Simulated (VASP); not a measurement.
# MgS (F-43m) in VASP: a series of runs

Runs on MgS. Level: PBE. Tasks: single point.

All numbers are computed with VASP 6.6.1; they aren't measurements. Logs are shortened: lines on timing, memory, paths and dates and some standing lists are left out, and cuts for length are marked.

## Step 1: The cell of the first run

It takes space group F-43m (No. 216, cubic). Conventional cell: a = 5.551 Å, b = 5.551 Å, c = 5.551 Å, α = 90.00°, β = 90.00°, γ = 90.00°. S (site symmetry -43m) has 4 Mg at 2.40 Å within 3.2 Å. Within 3.2 Å of Mg (site symmetry -43m) lie 4 S at 2.40 Å.

## Step 2: Single point, PBE (volume scaled by 0.94)

Contents of INCAR:

```
SYSTEM = MgS
PREC = Accurate
ENCUT = 520
EDIFF = 1E-6
ISMEAR = -1
SIGMA = 0.05
LREAL = .FALSE.
LASPH = .TRUE.
NELM = 100
ALGO = Normal
ISIF = 2
LWAVE = .FALSE.
LCHARG = .TRUE.
GGA = PE
LELF = .TRUE.
LVHAR = .TRUE.
NBANDS = 11
```

Contents of KPOINTS:

```
regular mesh
0
G
  8 8 8
  0 0 0
```

Contents of POSCAR:

```
MgS
1.0
    0.0000000000      2.7752850422      2.7752850422
    2.7752850422      0.0000000000      2.7752850422
    2.7752850422      2.7752850422      0.0000000000
S Mg
1 1
Direct
    0.2500000000      0.2500000000      0.2500000000
    0.0000000000      0.0000000000      0.0000000000
```

Potentials or basis: VASP PAW PBE potentials, release 64 (S, Mg).

Run with:

```bash
> cat potpaw_PBE.64/S/POTCAR potpaw_PBE.64/Mg/POTCAR > POTCAR
> mpirun -np 1 vasp_std > vasp.out
```

OUTCAR:

```text
SYSTEM = MgS
   PREC = Accurate
   ENCUT = 520
   EDIFF = 1E-6
   ISMEAR = -1
   LREAL = .FALSE.
   LASPH = .TRUE.
   NELM = 100
   ISIF = 2
   GGA = PE

 ion  position               nearest neighbor table
   1  0.250  0.250  0.250-   2 2.40   2 2.40   2 2.40   2 2.40
   2  0.000  0.000  0.000-   1 2.40   1 2.40   1 2.40   1 2.40

  LATTYP: Found a face centered cubic cell.
 ALAT       =     5.5505700844

  Lattice vectors:

 A1 = (   0.0000000000,   2.7752850422,   2.7752850422)
 A2 = (   2.7752850422,   0.0000000000,   2.7752850422)
 A3 = (   2.7752850422,   2.7752850422,   0.0000000000)

Analysis of symmetry for initial positions (statically):
=====================================================================
 Subroutine PRICEL returns:
 Original cell was already a primitive cell.

 Routine SETGRP: Setting up the symmetry group for a
 face centered cubic supercell.

 Subroutine GETGRP returns: Found 24 space group operations
 (whereof 24 operations were pure point group operations)
 out of a pool of 48 trial point group operations.

The static configuration has the point symmetry T_d .

Analysis of symmetry for dynamics (positions and initial velocities):
=====================================================================
 Subroutine PRICEL returns:
 Original cell was already a primitive cell.

 Routine SETGRP: Setting up the symmetry group for a
 face centered cubic supercell.

 Subroutine GETGRP returns: Found 24 space group operations
 (whereof 24 operations were pure point group operations)
 out of a pool of 48 trial point group operations.

The dynamic configuration has the point symmetry T_d .

 Subroutine INISYM returns: Found 24 space group operations
 (whereof 24 operations are pure point group operations),
 and found     1 'primitive' translations

----------------------------------------------------------------------------------------

                                     Primitive cell

  volume of cell :      42.7516

  direct lattice vectors                    reciprocal lattice vectors
     0.000000000  2.775285042  2.775285042    -0.180161674  0.180161674  0.180161674
     2.775285042  0.000000000  2.775285042     0.180161674 -0.180161674  0.180161674
     2.775285042  2.775285042  0.000000000     0.180161674  0.180161674 -0.180161674

  length of vectors
     3.924845746  3.924845746  3.924845746     0.312049174  0.312049174  0.312049174

  position of ions in fractional coordinates (direct lattice)
     0.250000000  0.250000000  0.250000000
[... 80 lines left out ...]
   EDIFFG = 0.1E-04   stopping-criterion for IOM
   NSW    =      0    number of steps for IOM
   IBRION =     -1    ionic relax: 0-MD 1-quasi-New 2-CG
   NFREE  =      0    steps in history (QN), initial steepest desc. (CG)
   ISIF   =      2    stress and relaxation
   ISYM   =      2    0-nonsym 1-usesym 2-fastsym
   POTIM  = 0.5000    time-step for ionic-motion
   TEBEG  =    0.0;   TEEND  =   0.0 temperature during run
   PSTRESS=    0.0 pullay stress
   NELECT =       8.0000    total number of electrons
   NUPDOWN=      -1.0000    fix difference up-down
   EMIN   =  10.00;   EMAX   =-10.00  energy-range for DOS
   EFERMI =   0.00;   METHOD = LEGACY
   ISMEAR =    -1;   SIGMA  =   0.05  broadening in eV -4-tet -1-fermi 0-gaus
   EFERMI_NEDOS =   21; number of points for ismear=-14 and -15
   IALGO  =     38    algorithm
   IMIX   =      4    mixing-type and parameters
     AMIX     =   0.40;   BMIX     =  1.00
     AMIX_MAG =   1.60;   BMIX_MAG =  1.00
  volume/ion in A,a.u.               =      21.38       144.25
  Fermi-wavevector in a.u.,A,eV,Ry     =   0.936384  1.769509 11.929788  0.876815
  Thomas-Fermi vector in A             =   2.063388
   LORBIT       =      0    0 simple, 1 ext, 2 COOP (PROOUT), +10 PAW based schemes
   GGA     = PE    functional components
   LHFCALC =     F    Hartree Fock is set to
   AEXX    =    0.0000 exact exchange contribution
   IVDW    =     0    specifies the selected vdW correction
   LEPSILON=     F    determine dielectric tensor
   LRPA    =     F    only Hartree local field effects (RPA)
 non-spin polarized calculation
  energy-cutoff  :      520.00
  volume of cell :       42.75
 maximum number of plane-waves:      1174
 NGX is ok and might be reduce to    30
   NGX = 15   NGY = 15   NGZ = 15

 number of electron       7.9999999 magnetization

 Free energy of the ion-electron system (eV)
  ---------------------------------------------------
  ext. energy  EPLUGINS =         0.00000000
  ---------------------------------------------------
  free energy    TOTEN  =        -8.42388808 eV

  energy without entropy =       -8.42388808  energy(sigma->0) =       -8.42388808

 E-fermi :   2.4894     XC(G=0):  -8.6213

 val. band max:        1.4465769430   @ k =   0.0000   0.0000   0.0000
 cond. band min:       5.2084683318   @ k =   0.0000   0.0000   0.0000
 fundamental gap:      3.7618913888
 Fermi energy:         2.4894053351

 k-point     1 :       0.0000    0.0000    0.0000
  band No.  band energies     occupation
      1     -10.0257      2.00000
      2       1.4466      2.00000
      3       1.4466      2.00000
      4       1.4466      2.00000
      5       5.2085      0.00000
      6       9.5485      0.00000
      7       9.5485      0.00000
      8       9.5485      0.00000
      9      12.3998      0.00000
     10      12.3998      0.00000
     11      15.6642      0.00000
[... 309 lines left out ...]
 k-point    24 :      -0.3750    0.2500    0.1250
  band No.  band energies     occupation
      1      -9.1259      2.00000
      2      -1.5073      2.00000
      3       0.0642      2.00000
      4       0.7552      2.00000
      5       7.5796      0.00000
      6       8.1484      0.00000
      7      10.4571      0.00000
      8      10.5109      0.00000
      9      13.1707      0.00000
     10      14.6107      0.00000
     11      16.0358      0.00000

 [... further k-points ...]
[... 5 lines left out ...]
  --------------------------------------------------------------------------------------
  -------------------------------------------------------------------------------------
  Total        1.3152350      1.3152350      1.3152350      0.0000000      0.0000000      0.0000000
  in kB       49.2902657     49.2902657     49.2902657      0.0000000      0.0000000      0.0000000
  external PRESSURE =      49.2902657 kB  Pullay stress =       0.0000000 kB

 VOLUME and BASIS-vectors are now :
 -----------------------------------------------------------------------------
  energy-cutoff  :      520.00
  volume of cell :       42.75
      direct lattice vectors                 reciprocal lattice vectors
     0.000000000  2.775285042  2.775285042    -0.180161674  0.180161674  0.180161674
     2.775285042  0.000000000  2.775285042     0.180161674 -0.180161674  0.180161674
     2.775285042  2.775285042  0.000000000     0.180161674  0.180161674 -0.180161674

 POSITION                                       TOTAL-FORCE (eV/Angst)
 -----------------------------------------------------------------------------------
      1.38764      1.38764      1.38764        -0.000000     -0.000000     -0.000000
      0.00000      0.00000      0.00000         0.000000      0.000000      0.000000
 -----------------------------------------------------------------------------------
    total drift:                               -0.000000     -0.000000     -0.000000

  FREE ENERGIE OF THE ION-ELECTRON SYSTEM (eV)
  ---------------------------------------------------
  free  energy   TOTEN  =        -8.4238880795 eV

  energy  without entropy=       -8.4238880795  energy(sigma->0) =       -8.42388808
```

stdout:

```text
POSCAR found type information on POSCAR S Mg
 POSCAR found :  2 types and       2 ions
 scaLAPACK will be used
 LDA part: xc-table for (Slater+PW92), standard interpolation
 POSCAR, INCAR and KPOINTS ok, starting setup
 FFT: planning ... GRIDC
 FFT: planning ... GRID_SOFT
 FFT: planning ... GRID
 WAVECAR not read
 entering main loop
```

Run time: 13 s. Hardware: 1 thread of AMD EPYC 7R13 (Zen 3), shared host; peak memory 0.14 GiB.

What came out:

| Quantity | Value |
| --- | --- |
| Free energy | -8.4239 eV |
| Pressure | 4.9 GPa |
| Band gap on the k mesh | 3.76 eV, direct |

Levels at points of the mesh, in eV from the valence-band top:
| k point | band 2 | band 3 | band 4 | band 5 | band 6 | band 7 |
| --- | --- | --- | --- | --- | --- | --- |
| (0.00, 0.00, 0.00) | 0.00 | 0.00 | 0.00 | 3.76 | 8.10 | 8.10 |
| (0.50, 0.00, 0.00) | -3.33 | -0.34 | -0.34 | 5.33 | 7.72 | 7.72 |
| (0.50, 0.50, 0.00) | -2.98 | -1.10 | -1.10 | 3.83 | 5.72 | 11.75 |

(Continued in part 2 of 2.)
